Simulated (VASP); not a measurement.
GaS, 8 atoms in the cell. The structure is hexagonal, space group P6_3/mmc (No. 194). Conventional cell: a = 3.592 Å, b = 3.592 Å, c = 15.449 Å, α = 90.00°, β = 90.00°, γ = 120.00°. Ga (site symmetry 3m) has 3 S at 2.34 Å and 1 Ga at 2.45 Å within 3.1 Å. S (site symmetry 3m) has 3 Ga at 2.34 Å within 3.1 Å. 

```yaml
Program: VASP 6.6.1
Task: single point
Functional: PBE
Dispersion: D3(BJ)
Potentials_or_basis: VASP PAW PBE potentials, release 64 (Ga_d, S)
Cutoff: 500 eV
k_mesh: 9 × 9 × 2
Occupations: gaussian, width 0.02 eV
Spin: no spin polarisation
Dipole_correction: no
Further_INCAR_settings: ALGO = Normal; EDIFF = 1e-06; NBANDS = 48
```

Potentials or basis: VASP PAW PBE potentials, release 64 (Ga_d, S).

Run with:

```sh
$ cat potpaw_PBE.64/Ga_d/POTCAR potpaw_PBE.64/S/POTCAR > POTCAR
$ mpirun -np 1 vasp_std > vasp.out
```

Hardware: 1 thread of Intel(R) Xeon(R) 6975P-C (Granite Rapids) (shared host).

Question: Estimate the wall time of this run.

Answer: Wall time 110 s on 1 thread of Intel(R) Xeon(R) 6975P-C (Granite Rapids), on a shared host, peak memory 0.36 GiB. Counts: scf iterations 15, k points 24.
